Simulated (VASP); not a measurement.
The system is GaN.

```
CELL_PARAMETERS angstrom
3.21713 0.00000 0.00000
-1.60857 2.78612 0.00000
0.00000 0.00000 10.49541
ATOMIC_POSITIONS crystal
Ga 0.00000 0.00000 0.99965
Ga 0.33333 0.66667 0.24994
Ga 0.00000 0.00000 0.49965
Ga 0.66667 0.33333 0.74994
N 0.00000 0.00000 0.18763
N 0.33333 0.66667 0.43778
N 0.00000 0.00000 0.68763
N 0.66667 0.33333 0.93778
```

| Item | Value |
| --- | --- |
| Program | VASP 6.6.1 |
| Task | relaxation of cell and atoms |
| Functional | LDA |
| Potentials or basis | VASP PAW LDA potentials, release 64 (Ga_d, N) |
| Cutoff | 600 eV |
| k mesh | 12 × 12 × 2 |
| Occupations | fermi-dirac, width 0.02 eV |
| Spin | no spin polarisation |

At the start: pressure -10.2 GPa; volume 11.76 Å³/atom.

Q: Where does the relaxation end?

A: Over 6 steps the energy falls by 21.9 meV/atom and the volume is 11.10 Å³/atom (-5.6 %); space group P6_3mc (No. 186, to 0.1 Å) before and after.

The path:
| step | energy change (eV) | largest force (eV/Å) | pressure (GPa) | volume (Å³) |
| --- | --- | --- | --- | --- |
| 1 | 0.0000 | 0.0045 | -10.19 | 94.07 |
| 2 | -0.0119 | 0.0246 | 11.91 | 84.26 |
| 3 | -0.1752 | 0.0132 | -0.12 | 88.89 |
| 4 | -0.1752 | 0.0134 | 0.11 | 88.78 |
| 5 | -0.1752 | 0.0031 | -0.09 | 88.87 |
| 6 | -0.1752 | 0.0032 | 0.03 | 88.84 |

Final structure:
```yaml
crystal:
  lattice:
    - [3.15621, 0.00000, 0.00000]
    - [-1.57810, 2.73335, 0.00000]
    - [0.00000, 0.00000, 10.29779]
  atoms:
    - { symbol: Ga, position: [0.00000, 0.00000, 0.99970] }
    - { symbol: Ga, position: [0.33333, 0.66667, 0.24994] }
    - { symbol: Ga, position: [0.00000, 0.00000, 0.49970] }
    - { symbol: Ga, position: [0.66667, 0.33333, 0.74994] }
    - { symbol: N, position: [0.00000, 0.00000, 0.18760] }
    - { symbol: N, position: [0.33333, 0.66667, 0.43777] }
    - { symbol: N, position: [0.00000, 0.00000, 0.68760] }
    - { symbol: N, position: [0.66667, 0.33333, 0.93777] }
```
